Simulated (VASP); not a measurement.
# I (Fmmm) in VASP: single point with r2SCAN

Aim: the single point of I with r2SCAN.

Everything below comes from runs of VASP 6.6.1. Logs are shortened: lines on timing, memory, paths and dates and some standing lists are left out, and cuts for length are marked.

## 1. The cell of the first run

Symmetry: Fmmm, No. 69, orthorhombic system. Conventional cell: a = 4.384 Å, b = 4.731 Å, c = 7.820 Å, α = 90.00°, β = 90.00°, γ = 90.00°. Within 4.2 Å of I (site symmetry mmm) lie 4 I at 3.23 Å.

## 2. Single point, r2SCAN

Input file POSCAR:

```
I
1.0
    0.0000000000      2.3656000000      3.9098400000
    2.1922450000      0.0000000000      3.9098400000
    2.1922450000      2.3656000000      0.0000000000
I
1
Direct
    0.0000000000      0.0000000000      0.0000000000
```

Input file INCAR.step1:

```
  PREC = Accurate
  ENCUT = 520
  ISMEAR = 1
  SIGMA = 0.05
  LREAL = False
  LASPH = True
  NELM = 80
  NBANDS = 10
  ISYM = 0
  GGA = PE
  ALGO = Normal
  EDIFF = 1E-4
  LWAVE = True
  LCHARG = False
```

Input file INCAR.step2:

```
  PREC = Accurate
  ENCUT = 520
  EDIFF = 1E-6
  ISMEAR = 1
  SIGMA = 0.05
  LREAL = False
  LASPH = True
  NELM = 80
  ALGO = Normal
  ISIF = 2
  LWAVE = False
  LCHARG = False
  METAGGA = R2SCAN
  LMIXTAU = True
  NBANDS = 10
  ISYM = 0
  ISTART = 1
```

Input file KPOINTS:

```
Automatic mesh
0
Gamma
  8 8 8
  0.5 0.5 0.5
```

Potentials or basis: VASP PAW PBE potentials, release 64 (I).

On the command line:

```
cat potpaw_PBE.64/I/POTCAR > POTCAR
cp INCAR.step1 INCAR
mpirun -np 1 vasp_std > vasp.out
cp INCAR.step2 INCAR
mpirun -np 1 vasp_std > vasp.out
```

OUTCAR:

```text
PREC = Accurate
   ENCUT = 520
   EDIFF = 1E-6
   ISMEAR = 1
   LREAL = False
   LASPH = True
   NELM = 80
   ISIF = 2
   METAGGA = R2SCAN
   ISYM = 0
   ISTART = 1

 ion  position               nearest neighbor table
   1  0.000  0.000  0.000-

IMPORTANT INFORMATION: All symmetrisations will be switched off!
NOSYMM: (Re-)initialisation of all symmetry stuff for point group C_1.

----------------------------------------------------------------------------------------

                                     Primitive cell

  volume of cell :      40.5527

  direct lattice vectors                    reciprocal lattice vectors
     0.000000000  2.365600000  3.909840000    -0.228076698  0.211362868  0.127882471
     2.192245000  0.000000000  3.909840000     0.228076698 -0.211362868  0.127882471
     2.192245000  2.365600000  0.000000000     0.228076698  0.211362868 -0.127882471

  length of vectors
     4.569782510  4.482497849  3.225213404     0.336224877  0.336224877  0.336224877

  position of ions in fractional coordinates (direct lattice)
     0.000000000  0.000000000  0.000000000

  ion indices of the primitive-cell ions
   primitive index   ion index
                 1           1

----------------------------------------------------------------------------------------

 KPOINTS: Automatic mesh

Automatic generation of k-mesh.
 Grid dimensions read from file:
 generate k-points for:    8    8    8

 Generating k-lattice:

  Cartesian coordinates                     Fractional coordinates (reciprocal lattice)
    -0.028509587  0.026420358  0.015985309     0.125000000 -0.000000000 -0.000000000
     0.028509587 -0.026420358  0.015985309     0.000000000  0.125000000  0.000000000
     0.028509587  0.026420358 -0.015985309     0.000000000  0.000000000  0.125000000

  Length of vectors
     0.042028110  0.042028110  0.042028110

  Shift w.r.t. Gamma in fractional coordinates (k-lattice)
     0.500000000  0.500000000  0.500000000

 Subroutine IBZKPT returns following result:
 ===========================================

 Found   1024 irreducible k-points:

 Following reciprocal coordinates:
            Coordinates               Weight
  0.062500  0.062500  0.062500      2.000000
 -0.062500 -0.000000 -0.000000      2.000000
  0.000000 -0.062500  0.000000      2.000000
  0.000000  0.000000 -0.062500      2.000000
  0.187500  0.062500  0.062500      2.000000
 -0.187500 -0.125000 -0.125000      2.000000
[... 16 lines left out ...]
 -0.000000 -0.062500 -0.375000      2.000000
  0.000000 -0.375000 -0.062500      2.000000
 [... further k-points ...]
   k-points           NKPTS =   1024   k-points in BZ     NKDIM =   1024   number of bands    NBANDS=     10
   number of dos      NEDOS =    301   number of ions     NIONS =      1
   total plane-waves  NPLWV =  31104
   dimension x,y,z NGX =    36 NGY =   36 NGZ =   24
   dimension x,y,z NGXF=    72 NGYF=   72 NGZF=   48
   ions per type =               1
   NGX,Y,Z   is equivalent  to a cutoff of  13.10, 13.35, 12.37 a.u.
   NGXF,Y,Z  is equivalent  to a cutoff of  26.19, 26.70, 24.74 a.u.
 SYSTEM =  unknown system
   PREC   = accura    normal or accurate (medium, high low for compatibility)
   ISTART =      1    job   : 0-new  1-cont  2-samecut
   ICHARG =      0    charge: 1-file 2-atom 10-const
   ISPIN  =      1    spin polarized calculation?
   LNONCOLLINEAR =      F non collinear calculations
   LSORBIT =      F    spin-orbit coupling
   LASPH  =      T    aspherical Exc in radial PAW
   ENCUT  =  520.0 eV  38.22 Ry    6.18 a.u.   8.50  8.33  6.00*2*pi/ulx,y,z
   NELM   =     80;   NELMIN=  2; NELMDL=  0     # of ELM steps
   EDIFF  = 0.1E-05   stopping-criterion for ELM
   LREAL  =      F    real-space projection
   EDIFFG = 0.1E-04   stopping-criterion for IOM
   NSW    =      0    number of steps for IOM
   IBRION =     -1    ionic relax: 0-MD 1-quasi-New 2-CG
   NFREE  =      0    steps in history (QN), initial steepest desc. (CG)
   ISIF   =      2    stress and relaxation
   ISYM   =      0    0-nonsym 1-usesym 2-fastsym
   POTIM  = 0.5000    time-step for ionic-motion
   TEBEG  =    0.0;   TEEND  =   0.0 temperature during run
   PSTRESS=    0.0 pullay stress
   NELECT =       7.0000    total number of electrons
   NUPDOWN=      -1.0000    fix difference up-down
   EMIN   =  10.00;   EMAX   =-10.00  energy-range for DOS
   EFERMI =   0.00;   METHOD = LEGACY
   ISMEAR =     1;   SIGMA  =   0.05  broadening in eV -4-tet -1-fermi 0-gaus
   EFERMI_NEDOS =   21; number of points for ismear=-14 and -15
   IALGO  =     38    algorithm
   IMIX   =      4    mixing-type and parameters
     AMIX     =   0.40;   BMIX     =  1.00
     AMIX_MAG =   1.60;   BMIX_MAG =  1.00
  volume/ion in A,a.u.               =      40.55       273.66
  Fermi-wavevector in a.u.,A,eV,Ry     =   0.911523  1.722529 11.304734  0.830875
  Thomas-Fermi vector in A             =   2.035812
   LORBIT       =      0    0 simple, 1 ext, 2 COOP (PROOUT), +10 PAW based schemes
   METAGGA = R2SCAN    functional components
   LHFCALC =     F    Hartree Fock is set to
   AEXX    =    0.0000 exact exchange contribution
   IVDW    =     0    specifies the selected vdW correction
   LEPSILON=     F    determine dielectric tensor
   LRPA    =     F    only Hartree local field effects (RPA)
 non-spin polarized calculation
 Methfessel and Paxton  Order N= 1 SIGMA  =   0.05
  energy-cutoff  :      520.00
  volume of cell :       40.55
 maximum number of plane-waves:      1104
 NGX is ok and might be reduce to    36
   NGX = 17   NGY = 17   NGZ = 11

 number of electron       7.0000000 magnetization

 Free energy of the ion-electron system (eV)
  ---------------------------------------------------
  ext. energy  EPLUGINS =         0.00000000
  ---------------------------------------------------
  free energy    TOTEN  =       -24.42109395 eV

  energy without entropy =      -24.42110146  energy(sigma->0) =      -24.42109645

 E-fermi :   3.2660     XC(G=0):  -8.6753

 val. band max:        3.2509051568   @ k =   0.0625   0.2500  -0.1250
 cond. band min:       3.2844574758   @ k =  -0.1875  -0.0625   0.3125
 fundamental gap:      0.0335523190
 Fermi energy:         3.2660239921

 k-point     1 :       0.0625    0.0625    0.0625
  band No.  band energies     occupation
      1     -11.0953      2.00000
      2       1.1925      2.00000
      3       3.7993     -0.00000
      4       4.3343      0.00000
      5       8.4129      0.00000
      6      11.4135      0.00000
      7      12.5012      0.00000
      8      14.8692      0.00000
      9      16.2378      0.00000
     10      16.9598      0.00000

 k-point     2 :      -0.0625   -0.0000   -0.0000
  band No.  band energies     occupation
      1     -11.0953      2.00000
      2       1.1925      2.00000
      3       3.7993     -0.00000
      4       4.3344      0.00000
      5       8.4129      0.00000
      6      11.4135      0.00000
      7      12.5012      0.00000
      8      14.8692      0.00000
      9      16.2378      0.00000
     10      16.9598      0.00000

 k-point     3 :       0.0000   -0.0625    0.0000
  band No.  band energies     occupation
      1     -11.0953      2.00000
      2       1.1925      2.00000
      3       3.7993     -0.00000
      4       4.3344      0.00000
      5       8.4129      0.00000
      6      11.4135      0.00000
      7      12.5012      0.00000
      8      14.8692      0.00000
      9      16.2378      0.00000
     10      16.9598      0.00000

 k-point     4 :       0.0000    0.0000   -0.0625
  band No.  band energies     occupation
      1     -11.0953      2.00000
      2       1.1925      2.00000
      3       3.7993     -0.00000
      4       4.3343      0.00000
      5       8.4129      0.00000
      6      11.4135      0.00000
      7      12.5012      0.00000
      8      14.8692      0.00000
      9      16.2378      0.00000
     10      16.9598      0.00000

 k-point     5 :       0.1875    0.0625    0.0625
  band No.  band energies     occupation
      1     -10.9187      2.00000
      2       1.0926      2.00000
      3       2.9382      2.00000
      4       4.0469     -0.00000
      5       8.9925      0.00000
      6      12.0339      0.00000
      7      13.3373      0.00000
      8      13.9102      0.00000
      9      15.4778      0.00000
     10      17.9248      0.00000

 k-point     6 :      -0.1875   -0.1250   -0.1250
  band No.  band energies     occupation
      1     -10.9187      2.00000
      2       1.0926      2.00000
      3       2.9382      2.00000
      4       4.0469     -0.00000
      5       8.9925      0.00000
      6      12.0339      0.00000
      7      13.3373      0.00000
      8      13.9102      0.00000
      9      15.4778      0.00000
     10      17.9248      0.00000
[... 183 lines left out ...]
 k-point    21 :      -0.3125    0.0625    0.0625
  band No.  band energies     occupation
      1      -9.8378      2.00000
      2      -1.3847      2.00000
      3       1.4900      2.00000
      4       4.5099      0.00000
      5       8.9484      0.00000
      6      12.2927      0.00000
      7      13.2527      0.00000
      8      15.8658      0.00000
      9      16.7300      0.00000
     10      17.6936      0.00000

 k-point    22 :       0.3125    0.3750    0.3750
  band No.  band energies     occupation
      1      -9.8378      2.00000
      2      -1.3847      2.00000
      3       1.4900      2.00000
      4       4.5099      0.00000
      5       8.9484      0.00000
      6      12.2927      0.00000
      7      13.2527      0.00000
      8      15.8659      0.00000
      9      16.7300      0.00000
     10      17.6936      0.00000

 k-point    23 :      -0.0000   -0.0625   -0.3750
  band No.  band energies     occupation
      1      -9.8378      2.00000
      2      -1.3847      2.00000
      3       1.4900      2.00000
      4       4.5099      0.00000
      5       8.9484      0.00000
      6      12.2927      0.00000
      7      13.2527      0.00000
      8      15.8659      0.00000
      9      16.7300      0.00000
     10      17.6936      0.00000

 k-point    24 :       0.0000   -0.3750   -0.0625
  band No.  band energies     occupation
      1      -9.8378      2.00000
      2      -1.3847      2.00000
      3       1.4900      2.00000
      4       4.5099      0.00000
      5       8.9484      0.00000
      6      12.2927      0.00000
      7      13.2527      0.00000
      8      15.8659      0.00000
      9      16.7300      0.00000
     10      17.6936      0.00000

 [... further k-points ...]

------------------------ aborting loop because EDIFF is reached ----------------------------------------

  FORCE on cell =-STRESS in cart. coord.  units (eV):
  Direction    XX          YY          ZZ          XY          YZ          ZX
  --------------------------------------------------------------------------------------
  -------------------------------------------------------------------------------------
  Total        0.0145604     -0.0647992      0.0030299      0.0000138      0.0000258      0.0000185
  in kB        0.5752615     -2.5601219      0.1197087      0.0005470      0.0010178      0.0007302
  external PRESSURE =      -0.6217172 kB  Pullay stress =       0.0000000 kB

 VOLUME and BASIS-vectors are now :
 -----------------------------------------------------------------------------
  energy-cutoff  :      520.00
  volume of cell :       40.55
      direct lattice vectors                 reciprocal lattice vectors
     0.000000000  2.365600000  3.909840000    -0.228076698  0.211362868  0.127882471
     2.192245000  0.000000000  3.909840000     0.228076698 -0.211362868  0.127882471
     2.192245000  2.365600000  0.000000000     0.228076698  0.211362868 -0.127882471

 POSITION                                       TOTAL-FORCE (eV/Angst)
 -----------------------------------------------------------------------------------
      0.00000      0.00000      0.00000        -0.000000      0.000000      0.000000
 -----------------------------------------------------------------------------------
    total drift:                               -0.000000      0.000000      0.000000

  FREE ENERGIE OF THE ION-ELECTRON SYSTEM (eV)
  ---------------------------------------------------
  free  energy   TOTEN  =       -24.4210939471 eV

  energy  without entropy=      -24.4211014606  energy(sigma->0) =      -24.42109645
```

Wall time 37 min (1 thread of AMD EPYC 7R43 (Zen 3), shared host); peak memory 0.45 GiB.

What came out:

| Item | Value |
| --- | --- |
| Free energy | -24.4211 eV |
| Pressure | -0.1 GPa |
| Band gap on the k mesh | zero (an odd number of electrons rules out a gap without spin polarisation) |

Stress tensor (GPa, compression positive):
```
 0.06  0.00  0.00
 0.00 -0.26  0.00
 0.00  0.00  0.01
```

Levels at points of the mesh, in eV from the Fermi level:
```
           k point  band 1  band 2  band 3  band 4  band 5  band 6  band 7  band 8
(0.06, 0.06, 0.06)  -14.36   -2.07    0.53    1.07    5.15    8.15    9.24   11.60
```

Caveat: the PAW data sets were made with another functional, which shifts forces and pressure a little; spin-orbit coupling is left out, which moves the levels of the heavy elements; an odd number of electrons without spin polarisation forces a metal; a magnetic or distorted state may lie lower.
